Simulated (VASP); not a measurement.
# B3O2 (Cm) in VASP: single point with PBE

Aim: the single point of B3O2 with PBE.

All numbers are computed with VASP 6.6.1; they aren't measurements. Logs are shortened: lines on timing, memory, paths and dates and some standing lists are left out, and cuts for length are marked.

## Step 1: The cell of the first run

It takes space group Cm (No. 8, monoclinic). The conventional cell has a = 5.822 Å, b = 4.522 Å, c = 4.617 Å, α = 90.00°, β = 126.65°, γ = 90.00°. Within 1.8 Å of B (site symmetry 1) lie 1 O at 1.35 Å and 1 B at 1.79 Å. B (site symmetry m) has 2 O at 1.42 Å within 1.9 Å. Within 1.8 Å of O (site symmetry 1) lie 2 B at 1.35 to 1.42 Å.

## Step 2: Single point, PBE

Contents of INCAR:

```
PREC = Accurate
ENCUT = 520
EDIFF = 1E-7
ISMEAR = 0
SIGMA = 0.1
LREAL = False
LASPH = True
NELM = 60
ALGO = Normal
ISIF = 2
LWAVE = False
LCHARG = False
GGA = PE
NBANDS = 18
```

Contents of KPOINTS:

```
regular mesh
0
Gamma
  6 6 6
```

Contents of POSCAR:

```
B3O2
1.0
    2.9095191930     -2.2610302028     -0.0861248967
    2.9095191930      2.2610302028     -0.0861248967
   -2.6454928486      0.0000000000      3.7840189408
B O
3 2
Direct
    0.5257145304      0.1288719850      0.0744599212
    0.1288719850      0.5257145304      0.0744599212
    0.6189733796      0.6189733796      0.6662410245
    0.7519317014      0.2548430060      0.4335418505
    0.2548430060      0.7519317014      0.4335418505
```

Potentials or basis: VASP PAW PBE potentials, release 64 (B, O).

The run is started by

```
$ cat potpaw_PBE.64/B/POTCAR potpaw_PBE.64/O/POTCAR > POTCAR
$ mpirun -np 1 vasp_std > vasp.out
```

OUTCAR:

```text
PREC = Accurate
   ENCUT = 520
   EDIFF = 1E-7
   ISMEAR = 0
   LREAL = False
   LASPH = True
   NELM = 60
   ISIF = 2
   GGA = PE

 ion  position               nearest neighbor table
   1  0.526  0.129  0.074-   4 1.35   2 1.79   3 2.04
   2  0.129  0.526  0.074-   5 1.35   1 1.79   3 2.04
   3  0.619  0.619  0.666-   4 1.42   5 1.42   2 2.04   1 2.04
   4  0.752  0.255  0.434-   1 1.35   3 1.42
   5  0.255  0.752  0.434-   2 1.35   3 1.42

  LATTYP: Found a base centered monoclinic cell.
 ALAT       =     5.8215872173
 B/A-ratio  =     0.7767744838
 C/A-ratio  =     0.7930964983
 COS(beta)  =    -0.5969782451

  Lattice vectors:

 A1 = (   2.9095191930,  -2.2610302028,  -0.0861248967)
 A2 = (   2.9095191930,   2.2610302028,  -0.0861248967)
 A3 = (  -2.6454928486,   0.0000000000,   3.7840189408)

Analysis of symmetry for initial positions (statically):
=====================================================================
 Subroutine PRICEL returns:
 Original cell was already a primitive cell.

 Routine SETGRP: Setting up the symmetry group for a
 base centered monoclinic supercell.

 Subroutine GETGRP returns: Found  2 space group operations
 (whereof  2 operations were pure point group operations)
 out of a pool of  4 trial point group operations.

The static configuration has the point symmetry C_1h.

Analysis of symmetry for dynamics (positions and initial velocities):
=====================================================================
 Subroutine PRICEL returns:
 Original cell was already a primitive cell.

 Routine SETGRP: Setting up the symmetry group for a
 base centered monoclinic supercell.

 Subroutine GETGRP returns: Found  2 space group operations
 (whereof  2 operations were pure point group operations)
 out of a pool of  4 trial point group operations.

The dynamic configuration has the point symmetry C_1h.

 Subroutine INISYM returns: Found  2 space group operations
 (whereof  2 operations are pure point group operations),
 and found     1 'primitive' translations

----------------------------------------------------------------------------------------

                                     Primitive cell

  volume of cell :      48.7561

[... 87 lines left out ...]
   ICHARG =      2    charge: 1-file 2-atom 10-const
   ISPIN  =      1    spin polarized calculation?
   LNONCOLLINEAR =      F non collinear calculations
   LSORBIT =      F    spin-orbit coupling
   LASPH  =      T    aspherical Exc in radial PAW
   ENCUT  =  520.0 eV  38.22 Ry    6.18 a.u.   6.85  6.85  8.58*2*pi/ulx,y,z
   NELM   =     60;   NELMIN=  2; NELMDL= -5     # of ELM steps
   EDIFF  = 0.1E-06   stopping-criterion for ELM
   LREAL  =      F    real-space projection
   EDIFFG = 0.1E-05   stopping-criterion for IOM
   NSW    =      0    number of steps for IOM
   IBRION =     -1    ionic relax: 0-MD 1-quasi-New 2-CG
   NFREE  =      0    steps in history (QN), initial steepest desc. (CG)
   ISIF   =      2    stress and relaxation
   ISYM   =      2    0-nonsym 1-usesym 2-fastsym
   POTIM  = 0.5000    time-step for ionic-motion
   TEBEG  =    0.0;   TEEND  =   0.0 temperature during run
   PSTRESS=    0.0 pullay stress
   NELECT =      21.0000    total number of electrons
   NUPDOWN=      -1.0000    fix difference up-down
   EMIN   =  10.00;   EMAX   =-10.00  energy-range for DOS
   EFERMI =   0.00;   METHOD = LEGACY
   ISMEAR =     0;   SIGMA  =   0.10  broadening in eV -4-tet -1-fermi 0-gaus
   EFERMI_NEDOS =   21; number of points for ismear=-14 and -15
   IALGO  =     38    algorithm
   IMIX   =      4    mixing-type and parameters
     AMIX     =   0.40;   BMIX     =  1.00
     AMIX_MAG =   1.60;   BMIX_MAG =  1.00
  volume/ion in A,a.u.               =       9.75        65.80
  Fermi-wavevector in a.u.,A,eV,Ry     =   1.236341  2.336346 20.797037  1.528539
  Thomas-Fermi vector in A             =   2.370953
   LORBIT       =      0    0 simple, 1 ext, 2 COOP (PROOUT), +10 PAW based schemes
   GGA     = PE    functional components
   LHFCALC =     F    Hartree Fock is set to
   AEXX    =    0.0000 exact exchange contribution
   IVDW    =     0    specifies the selected vdW correction
   LEPSILON=     F    determine dielectric tensor
   LRPA    =     F    only Hartree local field effects (RPA)
 non-spin polarized calculation
 Gauss-broadening in eV      SIGMA  =   0.10
  energy-cutoff  :      520.00
  volume of cell :       48.76
 maximum number of plane-waves:      1334
   NGX = 13   NGY = 13   NGZ = 17

 number of electron      21.0000003 magnetization

 Free energy of the ion-electron system (eV)
  ---------------------------------------------------
  ext. energy  EPLUGINS =         0.00000000
  ---------------------------------------------------
  free energy    TOTEN  =       -32.29943149 eV

  energy without entropy =      -32.29346031  energy(sigma->0) =      -32.29644590

 E-fermi :   3.6171     XC(G=0): -10.1532

 val. band max:        3.6078348013   @ k =   0.1667   0.1667   0.1667
 cond. band min:       3.6179927296   @ k =   0.1667   0.1667   0.5000
 fundamental gap:      0.0101579283
 Fermi energy:         3.6170935395

 k-point     1 :       0.0000    0.0000    0.0000
  band No.  band energies     occupation
      1     -19.4827      2.00000
      2     -17.0854      2.00000
      3      -7.0002      2.00000
      4      -5.7765      2.00000
      5      -5.1741      2.00000
      6      -3.9950      2.00000
[... 481 lines left out ...]
      5      -4.1537      2.00000
      6      -2.7212      2.00000
[... 10 lines left out ...]
     17      12.2967      0.00000
     18      14.8293      0.00000

 [... further k-points ...]
[... 5 lines left out ...]
  --------------------------------------------------------------------------------------
  -------------------------------------------------------------------------------------
  Total       -0.0585827      0.1428797      0.3601454      0.0000000      0.0000000     -0.0611618
  in kB       -1.9250897      4.6951794     11.8347627      0.0000000      0.0000000     -2.0098403
  external PRESSURE =       4.8682841 kB  Pullay stress =       0.0000000 kB

 VOLUME and BASIS-vectors are now :
 -----------------------------------------------------------------------------
  energy-cutoff  :      520.00
  volume of cell :       48.76
      direct lattice vectors                 reciprocal lattice vectors
     2.909519193 -2.261030203 -0.086124897     0.175481245 -0.221138134  0.122682890
     2.909519193  2.261030203 -0.086124897     0.175481245  0.221138134  0.122682890
    -2.645492849  0.000000000  3.784018941     0.007987964  0.000000000  0.269853856

 POSITION                                       TOTAL-FORCE (eV/Angst)
 -----------------------------------------------------------------------------------
      1.70755     -0.89727      0.22538        -0.007708     -0.013512     -0.120509
      1.70755      0.89727      0.22538        -0.007708      0.013512     -0.120509
      1.83929      0.00000      2.41445         0.007163      0.000000      0.182681
      1.78230     -1.12393      1.55382         0.004126     -0.051038      0.029168
      1.78230      1.12393      1.55382         0.004126      0.051038      0.029168
 -----------------------------------------------------------------------------------
    total drift:                               -0.000453      0.000000     -0.000413

  FREE ENERGIE OF THE ION-ELECTRON SYSTEM (eV)
  ---------------------------------------------------
  free  energy   TOTEN  =       -32.2994314925 eV

  energy  without entropy=      -32.2934603149  energy(sigma->0) =      -32.29644590
```

stdout:

```text
POSCAR found type information on POSCAR B O
 POSCAR found :  2 types and       5 ions
 scaLAPACK will be used
 LDA part: xc-table for (Slater+PW92), standard interpolation
 POSCAR, INCAR and KPOINTS ok, starting setup
 FFT: planning ... GRIDC
 FFT: planning ... GRID_SOFT
 FFT: planning ... GRID
 WAVECAR not read
 entering main loop
```

Run time: 60 s. Hardware: 1 thread of Intel Xeon Platinum 8259CL at 2.50GHz (Skylake/Cascade Lake), shared host; peak memory 0.19 GiB.

Results:

* Free energy: -32.2994 eV
* Pressure: 0.5 GPa
* Largest force: 0.183 eV/Å

Forces on the atoms (eV/Å):
```
B   -0.008 -0.014 -0.121
B   -0.008  0.014 -0.121
B    0.007  0.000  0.183
O    0.004 -0.051  0.029
O    0.004  0.051  0.029
```

Caveat: an odd number of electrons without spin polarisation forces a metal; a magnetic or distorted state may lie lower.
